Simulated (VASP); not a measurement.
# WC (Fm-3m) in VASP: further runs, part 2 of 2

VASP 6.6.1.

**3. Single point, LDA+U**

INCAR

```
SYSTEM = WC
PREC = Accurate
ENCUT = 520
EDIFF = 1E-6
ISMEAR = -1
SIGMA = 0.05
LREAL = .False.
LASPH = .True.
NELM = 150
ALGO = Normal
ISIF = 2
LWAVE = .False.
LCHARG = .False.
LMAXMIX = 4
LDAU = .True.
LDAUTYPE = 2
LDAUL = 2 -1
LDAUU = 4 0
LDAUJ = 0 0
LDAUPRINT = 1
NBANDS = 16
```

KPOINTS

```
regular mesh
0
Gamma
  10 10 10
  0 0 0
```

POSCAR

```
WC
1.0
    0.0000000000      2.1926840000      2.1926840000
    2.1926840000      0.0000000000      2.1926840000
    2.1926840000      2.1926840000      0.0000000000
W C
1 1
Direct
    0.0000000000      0.0000000000      0.0000000000
    0.5000000000      0.5000000000      0.5000000000
```

Potentials or basis: VASP PAW LDA potentials, release 64 (W_sv, C).

The run is started by

```
$ cat potpaw_LDA.64/W_sv/POTCAR potpaw_LDA.64/C/POTCAR > POTCAR
$ mpirun -np 1 vasp_std > vasp.out
```

OUTCAR:

```text
SYSTEM = WC
   PREC = Accurate
   ENCUT = 520
   EDIFF = 1E-6
   ISMEAR = -1
   LREAL = .False.
   LASPH = .True.
   NELM = 150
   ISIF = 2

 ion  position               nearest neighbor table
   1  0.000  0.000  0.000-   2 2.19   2 2.19   2 2.19   2 2.19   2 2.19   2 2.19
   2  0.500  0.500  0.500-   1 2.19   1 2.19   1 2.19   1 2.19   1 2.19   1 2.19

  LATTYP: Found a face centered cubic cell.
 ALAT       =     4.3853680000

  Lattice vectors:

 A1 = (   0.0000000000,   2.1926840000,   2.1926840000)
 A2 = (   2.1926840000,   0.0000000000,   2.1926840000)
 A3 = (   2.1926840000,   2.1926840000,   0.0000000000)

Analysis of symmetry for initial positions (statically):
=====================================================================
 Subroutine PRICEL returns:
 Original cell was already a primitive cell.

 Routine SETGRP: Setting up the symmetry group for a
 face centered cubic supercell.

 Subroutine GETGRP returns: Found 48 space group operations
 (whereof 48 operations were pure point group operations)
 out of a pool of 48 trial point group operations.

The static configuration has the point symmetry O_h .

Analysis of symmetry for dynamics (positions and initial velocities):
=====================================================================
 Subroutine PRICEL returns:
 Original cell was already a primitive cell.

 Routine SETGRP: Setting up the symmetry group for a
 face centered cubic supercell.

 Subroutine GETGRP returns: Found 48 space group operations
 (whereof 48 operations were pure point group operations)
 out of a pool of 48 trial point group operations.

The dynamic configuration has the point symmetry O_h .

 Subroutine INISYM returns: Found 48 space group operations
 (whereof 48 operations are pure point group operations),
 and found     1 'primitive' translations

----------------------------------------------------------------------------------------

                                     Primitive cell

  volume of cell :      21.0842

  direct lattice vectors                    reciprocal lattice vectors
     0.000000000  2.192684000  2.192684000    -0.228031034  0.228031034  0.228031034
     2.192684000  0.000000000  2.192684000     0.228031034 -0.228031034  0.228031034
     2.192684000  2.192684000  0.000000000     0.228031034  0.228031034 -0.228031034

  length of vectors
     3.100923451  3.100923451  3.100923451     0.394961337  0.394961337  0.394961337

  position of ions in fractional coordinates (direct lattice)
     0.000000000  0.000000000  0.000000000
     0.500000000  0.500000000  0.500000000

  ion indices of the primitive-cell ions
   primitive index   ion index
                 1           1
                 2           2

----------------------------------------------------------------------------------------

 KPOINTS: regular mesh

Automatic generation of k-mesh.
[... 77 lines left out ...]
   NELECT =      18.0000    total number of electrons
   NUPDOWN=      -1.0000    fix difference up-down
   EMIN   =  10.00;   EMAX   =-10.00  energy-range for DOS
   EFERMI =   0.00;   METHOD = LEGACY
   ISMEAR =    -1;   SIGMA  =   0.05  broadening in eV -4-tet -1-fermi 0-gaus
   EFERMI_NEDOS =   21; number of points for ismear=-14 and -15
   IALGO  =     38    algorithm
   IMIX   =      4    mixing-type and parameters
     AMIX     =   0.40;   BMIX     =  1.00
     AMIX_MAG =   1.60;   BMIX_MAG =  1.00
  volume/ion in A,a.u.               =      10.54        71.14
  Fermi-wavevector in a.u.,A,eV,Ry     =   1.553029  2.934800 32.815887  2.411900
  Thomas-Fermi vector in A             =   2.657319
   LORBIT       =      0    0 simple, 1 ext, 2 COOP (PROOUT), +10 PAW based schemes
 LDA+U is selected, type is set to LDAUTYPE =  2
   angular momentum for each species LDAUL =     2   -1
   U (eV)           for each species LDAUU =   4.0  0.0
   J (eV)           for each species LDAUJ =   0.0  0.0
   GGA     = CA    functional components
   LHFCALC =     F    Hartree Fock is set to
   AEXX    =    0.0000 exact exchange contribution
   IVDW    =     0    specifies the selected vdW correction
   LEPSILON=     F    determine dielectric tensor
   LRPA    =     F    only Hartree local field effects (RPA)
 non-spin polarized calculation
  energy-cutoff  :      520.00
  volume of cell :       21.08
 maximum number of plane-waves:       588
   NGX = 11   NGY = 11   NGZ = 11

atom =   1  type =  1  l = 2

 onsite density matrix

spin component  1

  0.3340  0.0000 -0.0000 -0.0000 -0.0000
  0.0000  0.3340  0.0000  0.0000  0.0000
 -0.0000  0.0000  0.3431  0.0000 -0.0000
 -0.0000  0.0000  0.0000  0.3340  0.0000
 -0.0000  0.0000 -0.0000  0.0000  0.3431

spin component  2

  0.3340  0.0000 -0.0000 -0.0000 -0.0000
  0.0000  0.3340  0.0000  0.0000  0.0000
 -0.0000  0.0000  0.3431  0.0000 -0.0000
 -0.0000  0.0000  0.0000  0.3340  0.0000
 -0.0000  0.0000 -0.0000  0.0000  0.3431

 occupancies and eigenvectors

  o =  0.3340  v =  0.0000 -0.0153 -0.0000 -0.9999  0.0000  0.0000  0.0000  0.0000  0.0000  0.0000      0.0000  0.0000  0.0000  0.0000  0.0000  0.0000  0.0000  0.0000  0.0000  0.0000
  o =  0.3340  v =  0.0000  0.0000  0.0000  0.0000  0.0000  0.0000 -0.0153 -0.0000 -0.9999  0.0000      0.0000  0.0000  0.0000  0.0000  0.0000  0.0000  0.0000  0.0000  0.0000  0.0000
  o =  0.3340  v =  0.0000  0.0000  0.0000  0.0000  0.0000  0.0000 -0.9999 -0.0000  0.0153  0.0000      0.0000  0.0000  0.0000  0.0000  0.0000  0.0000  0.0000  0.0000  0.0000  0.0000
  o =  0.3340  v =  0.0000 -0.9999 -0.0000  0.0153  0.0000  0.0000  0.0000  0.0000  0.0000  0.0000      0.0000  0.0000  0.0000  0.0000  0.0000  0.0000  0.0000  0.0000  0.0000  0.0000
  o =  0.3340  v =  0.0000  0.0000  0.0000  0.0000  0.0000  1.0000  0.0000  0.0000  0.0000  0.0000      0.0000  0.0000  0.0000  0.0000  0.0000  0.0000  0.0000  0.0000  0.0000  0.0000
  o =  0.3340  v =  1.0000  0.0000  0.0000  0.0000  0.0000  0.0000  0.0000  0.0000  0.0000  0.0000      0.0000  0.0000  0.0000  0.0000  0.0000  0.0000  0.0000  0.0000  0.0000  0.0000
  o =  0.3431  v =  0.0000  0.0000 -0.9997  0.0000 -0.0245  0.0000  0.0000  0.0000  0.0000  0.0000      0.0000  0.0000  0.0000  0.0000  0.0000  0.0000  0.0000  0.0000  0.0000  0.0000
  o =  0.3431  v =  0.0000  0.0000  0.0000  0.0000  0.0000  0.0000  0.0000 -0.9997  0.0000 -0.0245      0.0000  0.0000  0.0000  0.0000  0.0000  0.0000  0.0000  0.0000  0.0000  0.0000
  o =  0.3431  v =  0.0000  0.0000  0.0000  0.0000  0.0000  0.0000  0.0000 -0.0245  0.0000  0.9997      0.0000  0.0000  0.0000  0.0000  0.0000  0.0000  0.0000  0.0000  0.0000  0.0000
  o =  0.3431  v =  0.0000  0.0000 -0.0245  0.0000  0.9997  0.0000  0.0000  0.0000  0.0000  0.0000      0.0000  0.0000  0.0000  0.0000  0.0000  0.0000  0.0000  0.0000  0.0000  0.0000

 number of electron      18.0000001 magnetization

 Free energy of the ion-electron system (eV)
  ---------------------------------------------------
  ext. energy  EPLUGINS =         0.00000000
  ---------------------------------------------------
  free energy    TOTEN  =       -19.28452609 eV

  energy without entropy =      -19.27771592  energy(sigma->0) =      -19.28112101

 E-fermi :  12.6864     XC(G=0): -13.9040

 val. band max:       12.6293101893   @ k =   0.3000   0.2000   0.1000
 cond. band min:      12.7489380855   @ k =  -0.3000   0.3000   0.1000
 fundamental gap:      0.1196278962
 Fermi energy:        12.6864349703

 k-point     1 :       0.0000    0.0000    0.0000
  band No.  band energies     occupation
      1     -62.9433      2.00000
      2     -27.1703      2.00000
      3     -27.1703      2.00000
      4     -27.1703      2.00000
      5      -3.2434      2.00000
      6       9.9288      2.00000
[... 433 lines left out ...]
      3     -27.3477      2.00000
      4     -27.3300      2.00000
      5      -0.6711      2.00000
      6       5.4638      2.00000
[... 8 lines left out ...]
     15      24.1183      0.00000
     16      27.8481      0.00000

 [... further k-points ...]
[... 5 lines left out ...]
  --------------------------------------------------------------------------------------
  -------------------------------------------------------------------------------------
  Total       -0.8822439     -0.8822439     -0.8822439      0.0000000      0.0000000      0.0000000
  in kB      -67.0410955    -67.0410955    -67.0410955      0.0000000      0.0000000      0.0000000
  external PRESSURE =     -67.0410955 kB  Pullay stress =       0.0000000 kB

 VOLUME and BASIS-vectors are now :
 -----------------------------------------------------------------------------
  energy-cutoff  :      520.00
  volume of cell :       21.08
      direct lattice vectors                 reciprocal lattice vectors
     0.000000000  2.192684000  2.192684000    -0.228031034  0.228031034  0.228031034
     2.192684000  0.000000000  2.192684000     0.228031034 -0.228031034  0.228031034
     2.192684000  2.192684000  0.000000000     0.228031034  0.228031034 -0.228031034

 POSITION                                       TOTAL-FORCE (eV/Angst)
 -----------------------------------------------------------------------------------
      0.00000      0.00000      0.00000        -0.000000     -0.000000     -0.000000
      2.19268      2.19268      2.19268         0.000000      0.000000      0.000000
 -----------------------------------------------------------------------------------
    total drift:                                0.000000     -0.000000     -0.000000

  FREE ENERGIE OF THE ION-ELECTRON SYSTEM (eV)
  ---------------------------------------------------
  free  energy   TOTEN  =       -19.2845260910 eV

  energy  without entropy=      -19.2777159199  energy(sigma->0) =      -19.28112101
```

It took 5 s on 1 thread of Intel Xeon 6975P-C (Granite Rapids), shared host; peak memory 0.13 GiB.

Results:

```yaml
Free_energy: -19.2845 eV
Pressure: -6.7 GPa
Band_gap_on_the_k_mesh: zero (band 9 reaches 13.74 eV, above the bottom of band 10 at 10.52 eV)
```

Eigenvalues of the final occupation matrices:
```
    site  spin  trace               eigenvalues
site 1 d     1   1.69  0.33 0.33 0.33 0.34 0.34
site 1 d     2   1.69  0.33 0.33 0.33 0.34 0.34
```

Caveat: spin-orbit coupling is left out, which moves the levels of the heavy elements; U without spin polarisation on a metal has little footing; the U is typed as a test and isn't derived for this compound.
